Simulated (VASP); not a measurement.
# CsOs (Pm-3m) in VASP: a series of runs

The runs below take CsOs through single point, relaxation of cell and atoms, with PBE.

Everything below comes from runs of VASP 6.6.1. Logs are shortened: lines on timing, memory, paths and dates and some standing lists are left out, and cuts for length are marked.

## 1. The cell of the first run

Symmetry: Pm-3m, No. 221, cubic system. Conventional cell: a = 3.720 Å, b = 3.720 Å, c = 3.720 Å, α = 90.00°, β = 90.00°, γ = 90.00°. Cs (site symmetry m-3m) has 8 Os at 3.22 Å and 6 Cs at 3.72 Å within 4.2 Å. Within 4.2 Å of Os (site symmetry m-3m) lie 8 Cs at 3.22 Å and 6 Os at 3.72 Å.

## 2. Single point, PBE

Input file INCAR:

```
PREC     = Accurate       # precision mode
ENCUT    = 520            # plane-wave cutoff, eV
EDIFF    = 1E-6           # SCF threshold, eV
ISMEAR   = 0              # smearing method
SIGMA    = 0.1            # smearing width, eV
LREAL    = False          # projectors in reciprocal space
LASPH    = True           # aspherical terms in the spheres
NELM     = 100            # most SCF steps
ALGO     = Normal         # electronic algorithm
ISIF     = 2              # what is computed and relaxed
LWAVE    = False          # write WAVECAR
LCHARG   = False          # write CHGCAR
GGA      = PE             # functional
NBANDS   = 16             # bands
```

Input file KPOINTS:

```
Automatic mesh
0
Gamma
  16 16 16
```

Input file POSCAR:

```
CsOs
1.0
    3.7197539517      0.0000000000      0.0000000000
    0.0000000000      3.7197539517      0.0000000000
    0.0000000000      0.0000000000      3.7197539517
Cs Os
1 1
Direct
    0.0000000000      0.0000000000      0.0000000000
    0.5000000000      0.5000000000      0.5000000000
```

Potentials or basis: VASP PAW PBE potentials, release 64 (Cs_sv, Os).

Run with:

```sh
$ cat potpaw_PBE.64/Cs_sv/POTCAR potpaw_PBE.64/Os/POTCAR > POTCAR
$ mpirun -np 1 vasp_std > vasp.out
```

OUTCAR:

```text
PREC = Accurate
   ENCUT = 520
   EDIFF = 1E-6
   ISMEAR = 0
   LREAL = False
   LASPH = True
   NELM = 100
   ISIF = 2
   GGA = PE

 ion  position               nearest neighbor table
   1  0.000  0.000  0.000-   2 3.22   2 3.22   2 3.22   2 3.22   2 3.22   2 3.22   2 3.22   2 3.22

   2  0.500  0.500  0.500-   1 3.22   1 3.22   1 3.22   1 3.22   1 3.22   1 3.22   1 3.22   1 3.22

  LATTYP: Found a simple cubic cell.
 ALAT       =     3.7197539517

  Lattice vectors:

 A1 = (   3.7197539517,   0.0000000000,   0.0000000000)
 A2 = (   0.0000000000,   3.7197539517,   0.0000000000)
 A3 = (   0.0000000000,   0.0000000000,   3.7197539517)

Analysis of symmetry for initial positions (statically):
=====================================================================
 Subroutine PRICEL returns:
 Original cell was already a primitive cell.

 Routine SETGRP: Setting up the symmetry group for a
 simple cubic supercell.

 Subroutine GETGRP returns: Found 48 space group operations
 (whereof 48 operations were pure point group operations)
 out of a pool of 48 trial point group operations.

The static configuration has the point symmetry O_h .

Analysis of symmetry for dynamics (positions and initial velocities):
=====================================================================
 Subroutine PRICEL returns:
 Original cell was already a primitive cell.

 Routine SETGRP: Setting up the symmetry group for a
 simple cubic supercell.

 Subroutine GETGRP returns: Found 48 space group operations
 (whereof 48 operations were pure point group operations)
 out of a pool of 48 trial point group operations.

The dynamic configuration has the point symmetry O_h .

 Subroutine INISYM returns: Found 48 space group operations
 (whereof 48 operations are pure point group operations),
 and found     1 'primitive' translations

----------------------------------------------------------------------------------------

                                     Primitive cell

  volume of cell :      51.4686

  direct lattice vectors                    reciprocal lattice vectors
     3.719753952  0.000000000  0.000000000     0.268834986  0.000000000  0.000000000
     0.000000000  3.719753952  0.000000000     0.000000000  0.268834986  0.000000000
     0.000000000  0.000000000  3.719753952     0.000000000  0.000000000  0.268834986

  length of vectors
     3.719753952  3.719753952  3.719753952     0.268834986  0.268834986  0.268834986

  position of ions in fractional coordinates (direct lattice)
     0.000000000  0.000000000  0.000000000
     0.500000000  0.500000000  0.500000000

  ion indices of the primitive-cell ions
   primitive index   ion index
                 1           1
                 2           2

----------------------------------------------------------------------------------------

 KPOINTS: Automatic mesh

Automatic generation of k-mesh.
 Grid dimensions read from file:
 generate k-points for:   16   16   16

 Generating k-lattice:

  Cartesian coordinates                     Fractional coordinates (reciprocal lattice)
     0.016802187  0.000000000  0.000000000     0.062500000  0.000000000  0.000000000
     0.000000000  0.016802187  0.000000000     0.000000000  0.062500000  0.000000000
     0.000000000  0.000000000  0.016802187     0.000000000  0.000000000  0.062500000

  Length of vectors
     0.016802187  0.016802187  0.016802187

  Shift w.r.t. Gamma in fractional coordinates (k-lattice)
     0.000000000  0.000000000  0.000000000

 Subroutine IBZKPT returns following result:
 ===========================================

 Found    165 irreducible k-points:

 Following reciprocal coordinates:
            Coordinates               Weight
  0.000000  0.000000  0.000000      1.000000
  0.062500  0.000000  0.000000      6.000000
  0.125000  0.000000  0.000000      6.000000
  0.187500  0.000000  0.000000      6.000000
  0.250000  0.000000  0.000000      6.000000
  0.312500  0.000000  0.000000      6.000000
[... 16 lines left out ...]
  0.437500  0.125000  0.000000     24.000000
  0.500000  0.125000  0.000000     12.000000
 [... further k-points ...]
   k-points           NKPTS =    165   k-points in BZ     NKDIM =    165   number of bands    NBANDS=     16
   number of dos      NEDOS =    301   number of ions     NIONS =      2
   total plane-waves  NPLWV =  21952
   dimension x,y,z NGX =    28 NGY =   28 NGZ =   28
   dimension x,y,z NGXF=    56 NGYF=   56 NGZF=   56
   ions per type =               1   1
   NGX,Y,Z   is equivalent  to a cutoff of  12.51, 12.51, 12.51 a.u.
   NGXF,Y,Z  is equivalent  to a cutoff of  25.03, 25.03, 25.03 a.u.
 SYSTEM =  unknown system
   PREC   = accura    normal or accurate (medium, high low for compatibility)
   ISTART =      0    job   : 0-new  1-cont  2-samecut
   ICHARG =      2    charge: 1-file 2-atom 10-const
   ISPIN  =      1    spin polarized calculation?
   LNONCOLLINEAR =      F non collinear calculations
   LSORBIT =      F    spin-orbit coupling
   LASPH  =      T    aspherical Exc in radial PAW
   ENCUT  =  520.0 eV  38.22 Ry    6.18 a.u.   6.92  6.92  6.92*2*pi/ulx,y,z
   NELM   =    100;   NELMIN=  2; NELMDL= -5     # of ELM steps
   EDIFF  = 0.1E-05   stopping-criterion for ELM
   LREAL  =      F    real-space projection
   EDIFFG = 0.1E-04   stopping-criterion for IOM
   NSW    =      0    number of steps for IOM
   IBRION =     -1    ionic relax: 0-MD 1-quasi-New 2-CG
   NFREE  =      0    steps in history (QN), initial steepest desc. (CG)
   ISIF   =      2    stress and relaxation
   ISYM   =      2    0-nonsym 1-usesym 2-fastsym
   POTIM  = 0.5000    time-step for ionic-motion
   TEBEG  =    0.0;   TEEND  =   0.0 temperature during run
   PSTRESS=    0.0 pullay stress
   NELECT =      17.0000    total number of electrons
   NUPDOWN=      -1.0000    fix difference up-down
   EMIN   =  10.00;   EMAX   =-10.00  energy-range for DOS
   EFERMI =   0.00;   METHOD = LEGACY
   ISMEAR =     0;   SIGMA  =   0.10  broadening in eV -4-tet -1-fermi 0-gaus
   EFERMI_NEDOS =   21; number of points for ismear=-14 and -15
   IALGO  =     38    algorithm
   IMIX   =      4    mixing-type and parameters
     AMIX     =   0.40;   BMIX     =  1.00
     AMIX_MAG =   1.60;   BMIX_MAG =  1.00
  volume/ion in A,a.u.               =      25.73       173.66
  Fermi-wavevector in a.u.,A,eV,Ry     =   1.131645  2.138499 17.423902  1.280621
  Thomas-Fermi vector in A             =   2.268345
   LORBIT       =      0    0 simple, 1 ext, 2 COOP (PROOUT), +10 PAW based schemes
   GGA     = PE    functional components
   LHFCALC =     F    Hartree Fock is set to
   AEXX    =    0.0000 exact exchange contribution
   IVDW    =     0    specifies the selected vdW correction
   LEPSILON=     F    determine dielectric tensor
   LRPA    =     F    only Hartree local field effects (RPA)
 non-spin polarized calculation
 Gauss-broadening in eV      SIGMA  =   0.10
  energy-cutoff  :      520.00
  volume of cell :       51.47
 maximum number of plane-waves:      1406
 NGX is ok and might be reduce to    28
   NGX = 13   NGY = 13   NGZ = 13

 number of electron      16.9999999 magnetization

 Free energy of the ion-electron system (eV)
  ---------------------------------------------------
  ext. energy  EPLUGINS =         0.00000000
  ---------------------------------------------------
  free energy    TOTEN  =        -6.04227681 eV

  energy without entropy =       -6.01000761  energy(sigma->0) =       -6.02614221

 E-fermi :   4.1317     XC(G=0): -10.8391

 val. band max:        4.1278679689   @ k =   0.4375   0.3125   0.0625
 cond. band min:       4.1337689302   @ k =   0.5000   0.1875   0.1875
 fundamental gap:      0.0059009612
 Fermi energy:         4.1317238007

 k-point     1 :       0.0000    0.0000    0.0000
  band No.  band energies     occupation
      1     -17.4624      2.00000
      2      -3.4970      2.00000
      3      -3.4970      2.00000
      4      -3.4970      2.00000
      5       0.8696      2.00000
      6       1.8469      2.00000
[... 8 lines left out ...]
     15      13.4259      0.00000
     16      14.8406      0.00000

 k-point     2 :       0.0625    0.0000    0.0000
  band No.  band energies     occupation
      1     -17.4528      2.00000
      2      -3.6392      2.00000
      3      -3.4954      2.00000
      4      -3.4954      2.00000
      5       1.0054      2.00000
      6       1.8664      2.00000
[... 8 lines left out ...]
     15      13.1798      0.00000
     16      14.7920      0.00000

 k-point     3 :       0.1250    0.0000    0.0000
  band No.  band energies     occupation
      1     -17.4252      2.00000
      2      -4.0015      2.00000
      3      -3.4908      2.00000
      4      -3.4908      2.00000
      5       1.3502      2.00000
      6       1.9233      2.00000
[... 8 lines left out ...]
     15      12.6221      0.00000
     16      14.6567      0.00000

 k-point     4 :       0.1875    0.0000    0.0000
  band No.  band energies     occupation
      1     -17.3832      2.00000
      2      -4.4634      2.00000
      3      -3.4841      2.00000
      4      -3.4841      2.00000
      5       1.8059      2.00000
      6       2.0121      2.00000
[... 8 lines left out ...]
     15      12.1727      0.00000
     16      14.4620      0.00000
[... 324 lines left out ...]
 k-point    22 :       0.3750    0.1250    0.0000
  band No.  band energies     occupation
      1     -17.2071      2.00000
      2      -5.5684      2.00000
      3      -3.7781      2.00000
      4      -3.4141      2.00000
      5       2.4085      2.00000
      6       3.2684      2.00000
[... 8 lines left out ...]
     15      13.7343      0.00000
     16      14.0673      0.00000

 k-point    23 :       0.4375    0.1250    0.0000
  band No.  band energies     occupation
      1     -17.1778      2.00000
      2      -5.7602      2.00000
      3      -3.7574      2.00000
      4      -3.4046      2.00000
      5       2.4543      2.00000
      6       3.5495      2.00000
[... 8 lines left out ...]
     15      13.6593      0.00000
     16      15.1772      0.00000

 k-point    24 :       0.5000    0.1250    0.0000
  band No.  band energies     occupation
      1     -17.1674      2.00000
      2      -5.8257      2.00000
      3      -3.7501      2.00000
      4      -3.4013      2.00000
      5       2.4709      2.00000
      6       3.7246      2.00000
[... 8 lines left out ...]
     15      13.6322      0.00000
     16      15.9151      0.00000

 [... further k-points ...]

------------------------ aborting loop because EDIFF is reached ----------------------------------------

  FORCE on cell =-STRESS in cart. coord.  units (eV):
  Direction    XX          YY          ZZ          XY          YZ          ZX
  --------------------------------------------------------------------------------------
  -------------------------------------------------------------------------------------
  Total        0.2385902      0.2385902      0.2385902      0.0000000     -0.0000000      0.0000000
  in kB        7.4271215      7.4271215      7.4271215      0.0000000     -0.0000000      0.0000000
  external PRESSURE =       7.4271215 kB  Pullay stress =       0.0000000 kB

 VOLUME and BASIS-vectors are now :
 -----------------------------------------------------------------------------
  energy-cutoff  :      520.00
  volume of cell :       51.47
      direct lattice vectors                 reciprocal lattice vectors
     3.719753952  0.000000000  0.000000000     0.268834986  0.000000000  0.000000000
     0.000000000  3.719753952  0.000000000     0.000000000  0.268834986  0.000000000
     0.000000000  0.000000000  3.719753952     0.000000000  0.000000000  0.268834986

 POSITION                                       TOTAL-FORCE (eV/Angst)
 -----------------------------------------------------------------------------------
      0.00000      0.00000      0.00000         0.000000      0.000000      0.000000
      1.85988      1.85988      1.85988         0.000000      0.000000      0.000000
 -----------------------------------------------------------------------------------
    total drift:                                0.000000      0.000000      0.000000

  FREE ENERGIE OF THE ION-ELECTRON SYSTEM (eV)
  ---------------------------------------------------
  free  energy   TOTEN  =        -6.0422768109 eV

  energy  without entropy=       -6.0100076121  energy(sigma->0) =       -6.02614221
```

Run time: 2.1 min. Hardware: 1 thread of Oxide Virtual Turin-like, shared host; peak memory 0.23 GiB.

Results:

```
Free energy            : -6.0423 eV
Pressure               : 0.7 GPa
Band gap on the k mesh : zero (an odd number of electrons rules out a gap without spin polarisation)
```

Caveat: spin-orbit coupling is left out, which moves the levels of the heavy elements.

(Part 1 of 2 ends here.)
